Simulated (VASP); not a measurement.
# FeO (P6_3mc) in VASP: single point with PBEsol

Aim: the single point of FeO with PBEsol.

Everything below comes from runs of VASP 6.6.1. Logs are shortened: lines on timing, memory, paths and dates and some standing lists are left out, and cuts for length are marked.

### Step 1. The cell of the first run

It takes space group P6_3mc (No. 186, hexagonal). The conventional cell has a = 3.111 Å, b = 3.111 Å, c = 5.357 Å, α = 90.00°, β = 90.00°, γ = 120.00°. Within 2.5 Å of Fe (site symmetry 3m) lie 4 O at 1.91 to 1.95 Å. Within 2.5 Å of O (site symmetry 3m) lie 4 Fe at 1.91 to 1.95 Å.

### Step 2. Single point, PBEsol, collinear spin, ferromagnetic start

File INCAR:

```
ALGO = Normal
EDIFF = 1E-6
ENCUT = 600
GGA = PS
GGA_COMPAT = False
ISIF = 2
ISMEAR = 0
ISPIN = 2
LASPH = True
LCHARG = True
LELF = True
LMAXMIX = 4
LORBIT = 11
LREAL = False
LVHAR = True
LWAVE = False
MAGMOM = 4 4 0 0
NBANDS = 26
NELM = 200
PREC = Accurate
SIGMA = 0.1
```

File KPOINTS:

```
k-points
0
Gamma
  6 6 4
```

File POSCAR:

```
FeO
1.0
    3.1108531147      0.0000000000      0.0000000000
   -1.5554265574      2.6940778247      0.0000000000
    0.0000000000      0.0000000000      5.3574807722
Fe O
2 2
Direct
    0.0000000000      0.0000000000      0.0095000857
    0.3333333333      0.6666666667      0.5095004921
    0.0000000000      0.0000000000      0.3655001718
    0.3333333333      0.6666666667      0.8655002503
```

Potentials or basis: VASP PAW PBE potentials, release 64 (Fe, O).

The run is started by

```
$ cat potpaw_PBE.64/Fe/POTCAR potpaw_PBE.64/O/POTCAR > POTCAR
$ mpirun -np 1 vasp_std > vasp.out
```

OUTCAR:

```text
EDIFF = 1E-6
   ENCUT = 600
   GGA = PS
   ISIF = 2
   ISMEAR = 0
   ISPIN = 2
   LASPH = True
   LORBIT = 11
   LREAL = False
   NELM = 200
   PREC = Accurate

 ion  position               nearest neighbor table
   1  0.000  0.000  0.010-   3 1.91   4 1.95   4 1.95   4 1.95
   2  0.333  0.667  0.510-   4 1.91   3 1.95   3 1.95   3 1.95
   3  0.000  0.000  0.366-   1 1.91   2 1.95   2 1.95   2 1.95
   4  0.333  0.667  0.866-   2 1.91   1 1.95   1 1.95   1 1.95

  LATTYP: Found a hexagonal cell.
 ALAT       =     3.1108531147
 C/A-ratio  =     1.7221902079

  Lattice vectors:

 A1 = (   3.1108531147,   0.0000000000,   0.0000000000)
 A2 = (  -1.5554265574,   2.6940778247,   0.0000000000)
 A3 = (   0.0000000000,   0.0000000000,   5.3574807722)

Analysis of symmetry for initial positions (statically):
=====================================================================
 Subroutine PRICEL returns:
 Original cell was already a primitive cell.

 Routine SETGRP: Setting up the symmetry group for a
 hexagonal supercell.

 Subroutine GETGRP returns: Found 12 space group operations
 (whereof  6 operations were pure point group operations)
 out of a pool of 24 trial point group operations.

The static configuration has the point symmetry C_3v.
 The point group associated with its full space group is C_6v.

Analysis of symmetry for dynamics (positions and initial velocities):
=====================================================================
 Subroutine PRICEL returns:
 Original cell was already a primitive cell.

 Routine SETGRP: Setting up the symmetry group for a
 hexagonal supercell.

 Subroutine GETGRP returns: Found 12 space group operations
 (whereof  6 operations were pure point group operations)
 out of a pool of 24 trial point group operations.

The dynamic configuration has the point symmetry C_3v.
 The point group associated with its full space group is C_6v.

Analysis of structural, dynamic, and magnetic symmetry:
=====================================================================
 Subroutine PRICEL returns:
 Original cell was already a primitive cell.

 Routine SETGRP: Setting up the symmetry group for a
 hexagonal supercell.

 Subroutine GETGRP returns: Found 12 space group operations
 (whereof  6 operations were pure point group operations)
 out of a pool of 24 trial point group operations.

The overall configuration has the point symmetry C_3v.
 The point group associated with its full space group is C_6v.

 Subroutine INISYM returns: Found 12 space group operations
 (whereof  6 operations are pure point group operations),
 and found     1 'primitive' translations

----------------------------------------------------------------------------------------

                                     Primitive cell

  volume of cell :      44.9004

  direct lattice vectors                    reciprocal lattice vectors
     3.110853115  0.000000000  0.000000000     0.321455229  0.185592263  0.000000000
    -1.555426557  2.694077825  0.000000000     0.000000000  0.371184526  0.000000000
     0.000000000  0.000000000  5.357480772     0.000000000  0.000000000  0.186654893

  length of vectors
     3.110853115  3.110853115  5.357480772     0.371184526  0.371184526  0.186654893

  position of ions in fractional coordinates (direct lattice)
     0.000000000  0.000000000  0.009500086
     0.333333333  0.666666667  0.509500492
     0.000000000  0.000000000  0.365500172
     0.333333333  0.666666667  0.865500250

  ion indices of the primitive-cell ions
   primitive index   ion index
                 1           1
                 2           2
                 3           3
                 4           4

----------------------------------------------------------------------------------------

 KPOINTS: k-points

Automatic generation of k-mesh.
 Grid dimensions read from file:
 generate k-points for:    6    6    4

 Generating k-lattice:

  Cartesian coordinates                     Fractional coordinates (reciprocal lattice)
     0.053575871  0.030932044  0.000000000     0.166666667 -0.000000000  0.000000000
     0.000000000  0.061864088  0.000000000     0.000000000  0.166666667  0.000000000
     0.000000000  0.000000000  0.046663723     0.000000000  0.000000000  0.250000000

  Length of vectors
     0.061864088  0.061864088  0.046663723

  Shift w.r.t. Gamma in fractional coordinates (k-lattice)
     0.000000000  0.000000000  0.000000000

 Subroutine IBZKPT returns following result:
 ===========================================

 Found     21 irreducible k-points:

 Following reciprocal coordinates:
            Coordinates               Weight
  0.000000  0.000000  0.000000      1.000000
  0.166667  0.000000  0.000000      6.000000
  0.333333 -0.000000  0.000000      6.000000
  0.500000 -0.000000  0.000000      3.000000
  0.166667  0.166667  0.000000      6.000000
  0.333333  0.166667  0.000000     12.000000
[... 13 lines left out ...]
  0.333333  0.166667  0.500000     12.000000
  0.333333  0.333333  0.500000      2.000000
   k-points           NKPTS =     21   k-points in BZ     NKDIM =     21   number of bands    NBANDS=     26
   number of dos      NEDOS =    301   number of ions     NIONS =      4
   total plane-waves  NPLWV =  37632
   dimension x,y,z NGX =    28 NGY =   28 NGZ =   48
   dimension x,y,z NGXF=    56 NGYF=   56 NGZF=   96
   ions per type =               2   2
   NGX,Y,Z   is equivalent  to a cutoff of  14.96, 14.96, 14.89 a.u.
   NGXF,Y,Z  is equivalent  to a cutoff of  29.93, 29.93, 29.79 a.u.
 SYSTEM =  unknown system
   PREC   = accura    normal or accurate (medium, high low for compatibility)
   ISTART =      0    job   : 0-new  1-cont  2-samecut
   ICHARG =      2    charge: 1-file 2-atom 10-const
   ISPIN  =      2    spin polarized calculation?
   LNONCOLLINEAR =      F non collinear calculations
   LSORBIT =      F    spin-orbit coupling
   LASPH  =      T    aspherical Exc in radial PAW
   ENCUT  =  600.0 eV  44.10 Ry    6.64 a.u.   6.21  6.21 10.70*2*pi/ulx,y,z
   NELM   =    200;   NELMIN=  2; NELMDL= -5     # of ELM steps
   EDIFF  = 0.1E-05   stopping-criterion for ELM
   LREAL  =      F    real-space projection
   EDIFFG = 0.1E-04   stopping-criterion for IOM
   NSW    =      0    number of steps for IOM
   IBRION =     -1    ionic relax: 0-MD 1-quasi-New 2-CG
   NFREE  =      0    steps in history (QN), initial steepest desc. (CG)
   ISIF   =      2    stress and relaxation
   ISYM   =      2    0-nonsym 1-usesym 2-fastsym
   POTIM  = 0.5000    time-step for ionic-motion
   TEBEG  =    0.0;   TEEND  =   0.0 temperature during run
   PSTRESS=    0.0 pullay stress
   NELECT =      28.0000    total number of electrons
   NUPDOWN=      -1.0000    fix difference up-down
   EMIN   =  10.00;   EMAX   =-10.00  energy-range for DOS
   EFERMI =   0.00;   METHOD = LEGACY
   ISMEAR =     0;   SIGMA  =   0.10  broadening in eV -4-tet -1-fermi 0-gaus
   EFERMI_NEDOS =   21; number of points for ismear=-14 and -15
   IALGO  =     38    algorithm
   IMIX   =      4    mixing-type and parameters
     AMIX     =   0.40;   BMIX     =  1.00
     AMIX_MAG =   1.60;   BMIX_MAG =  1.00
  volume/ion in A,a.u.               =      11.23        75.75
  Fermi-wavevector in a.u.,A,eV,Ry     =   1.398655  2.643076 26.616223  1.956237
  Thomas-Fermi vector in A             =   2.521792
   LORBIT       =     11    0 simple, 1 ext, 2 COOP (PROOUT), +10 PAW based schemes
   GGA     = PS    functional components
   LHFCALC =     F    Hartree Fock is set to
   AEXX    =    0.0000 exact exchange contribution
   IVDW    =     0    specifies the selected vdW correction
   LEPSILON=     F    determine dielectric tensor
   LRPA    =     F    only Hartree local field effects (RPA)
 spin polarized calculation
 Gauss-broadening in eV      SIGMA  =   0.10
  energy-cutoff  :      600.00
  volume of cell :       44.90
 maximum number of plane-waves:      1515
 NGX is ok and might be reduce to    28
   NGX = 13   NGY = 13   NGZ = 21

 number of electron      28.0000000 magnetization       7.9140309

 Free energy of the ion-electron system (eV)
  ---------------------------------------------------
  ext. energy  EPLUGINS =         0.00000000
  ---------------------------------------------------
  free energy    TOTEN  =       -31.56972661 eV

  energy without entropy =      -31.55680571  energy(sigma->0) =      -31.56326616

 E-fermi :   4.8595     XC(G=0): -11.5892

 val. band max:        4.8515423160   @ k =   0.1667   0.0000   0.0000
 cond. band min:       4.8789613261   @ k =   0.1667   0.0000   0.5000
 fundamental gap:      0.0274190102
 Fermi energy:         4.8595239729

 spin component 1

 k-point     1 :       0.0000    0.0000    0.0000
  band No.  band energies     occupation
      1     -15.7831      1.00000
      2     -15.1495      1.00000
      3      -3.0455      1.00000
      4      -2.3388      1.00000
      5      -1.8697      1.00000
      6      -1.8697      1.00000
[... 598 lines left out ...]
     25      18.7606      0.00000
     26      18.7606      0.00000
 Fermi energy:         4.8595239729

 spin component 2

 k-point     1 :       0.0000    0.0000    0.0000
  band No.  band energies     occupation
      1     -15.1877      1.00000
      2     -14.5315      1.00000
      3      -2.4224      1.00000
      4      -1.0022      1.00000
      5      -0.4734      1.00000
      6      -0.4734      1.00000
[... 598 lines left out ...]
     25      19.2984      0.00000
     26      19.2984      0.00000

------------------------ aborting loop because EDIFF is reached ----------------------------------------

  FORCE on cell =-STRESS in cart. coord.  units (eV):
  Direction    XX          YY          ZZ          XY          YZ          ZX
  --------------------------------------------------------------------------------------
  -------------------------------------------------------------------------------------
  Total        1.3464126      1.3464126      2.5005969     -0.0000000      0.0000000      0.0000000
  in kB       48.0439254     48.0439254     89.2285866     -0.0000000      0.0000000      0.0000000
  external PRESSURE =      61.7721458 kB  Pullay stress =       0.0000000 kB

 VOLUME and BASIS-vectors are now :
 -----------------------------------------------------------------------------
  energy-cutoff  :      600.00
  volume of cell :       44.90
      direct lattice vectors                 reciprocal lattice vectors
     3.110853115  0.000000000  0.000000000     0.321455229  0.185592263  0.000000000
    -1.555426557  2.694077825  0.000000000     0.000000000  0.371184526  0.000000000
     0.000000000  0.000000000  5.357480772     0.000000000  0.000000000  0.186654893

 POSITION                                       TOTAL-FORCE (eV/Angst)
 -----------------------------------------------------------------------------------
      0.00000      0.00000      0.05090         0.000000     -0.000000      0.251828
     -0.00000      1.79605      2.72964         0.000000      0.000000      0.251828
      0.00000      0.00000      1.95816         0.000000     -0.000000     -0.251828
     -0.00000      1.79605      4.63690        -0.000000      0.000000     -0.251828
 -----------------------------------------------------------------------------------
    total drift:                               -0.000000      0.000000     -0.000380

  FREE ENERGIE OF THE ION-ELECTRON SYSTEM (eV)
  ---------------------------------------------------
  free  energy   TOTEN  =       -31.5697266074 eV

  energy  without entropy=      -31.5568057094  energy(sigma->0) =      -31.56326616

 total charge

# of ion       s       p       d       tot
------------------------------------------
    1        0.365   0.511   6.136   7.012
    2        0.365   0.511   6.136   7.012
    3        1.546   3.473   0.000   5.018
    4        1.546   3.473   0.000   5.018
--------------------------------------------------
tot          3.822   7.968  12.271  24.061

 magnetization (x)

# of ion       s       p       d       tot
------------------------------------------
    1        0.025   0.061   3.447   3.533
    2        0.025   0.061   3.447   3.533
    3        0.022   0.284   0.000   0.305
    4        0.022   0.284   0.000   0.305
--------------------------------------------------
tot          0.093   0.689   6.894   7.676
```

It took 2.1 min on 1 thread of AMD EPYC 7R43 (Zen 3), shared host; peak memory 0.19 GiB.

What came out:

| Item | Value |
| --- | --- |
| Free energy | -31.5697 eV |
| Pressure | 6.2 GPa |
| Largest force | 0.252 eV/Å |
| Net moment | 7.91 μB per cell |
| Site moments | Fe +3.53; O +0.30 μB |
| Valence electrons inside the program's atomic spheres | Fe 7.01; O 5.02 |

Forces in eV/Å, atoms in the order of the input:
```
Fe   0.000  0.000  0.252
Fe   0.000  0.000  0.252
O    0.000  0.000 -0.252
O    0.000  0.000 -0.252
```

Stress tensor (GPa, compression positive):
```
4.80 0.00 0.00
0.00 4.80 0.00
0.00 0.00 8.92
```

Levels at points of the mesh, in eV from the Fermi level:
Spin up:
```csv
k point,band 16,band 17,band 18,band 19,band 20,band 21
"(0.00, 0.00, 0.00)",-0.64,0.11,0.11,0.27,5.14,6.20
"(0.50, 0.00, 0.00)",-2.16,-1.13,-0.59,5.23,5.57,6.55
"(0.00, 0.00, 0.50)",-0.48,-0.48,-0.48,2.12,2.12,9.26
"(0.50, 0.00, 0.50)",-1.53,-1.31,-1.31,4.91,4.91,7.70
```
Spin down:
| k point | band 7 | band 8 | band 9 | band 10 | band 11 | band 12 | band 13 | band 14 |
| --- | --- | --- | --- | --- | --- | --- | --- | --- |
| (0.00, 0.00, 0.00) | -5.00 | -5.00 | -0.14 | -0.14 | 0.07 | 0.09 | 0.52 | 0.52 |
| (0.50, 0.00, 0.00) | -5.29 | -4.81 | -0.74 | -0.57 | 0.35 | 0.47 | 0.56 | 0.73 |
| (0.00, 0.00, 0.50) | -5.18 | -5.18 | 0.23 | 0.23 | 0.23 | 0.23 | 1.02 | 1.02 |
| (0.50, 0.00, 0.50) | -5.07 | -5.07 | -0.25 | -0.25 | 0.53 | 0.53 | 0.61 | 0.61 |

Caveat: the k points lie up to 0.39 Å⁻¹ apart; the PAW data sets were made with another functional, which shifts forces and pressure a little; semilocal functionals often make such compounds metallic where correlation or magnetic order opens a gap, which also shifts bond lengths; only a ferromagnetic start was run, and an antiferromagnetic order may lie lower in energy. With open d or f shells a metallic result of PBEsol can be an artefact of self-interaction; +U or a hybrid may open a gap.
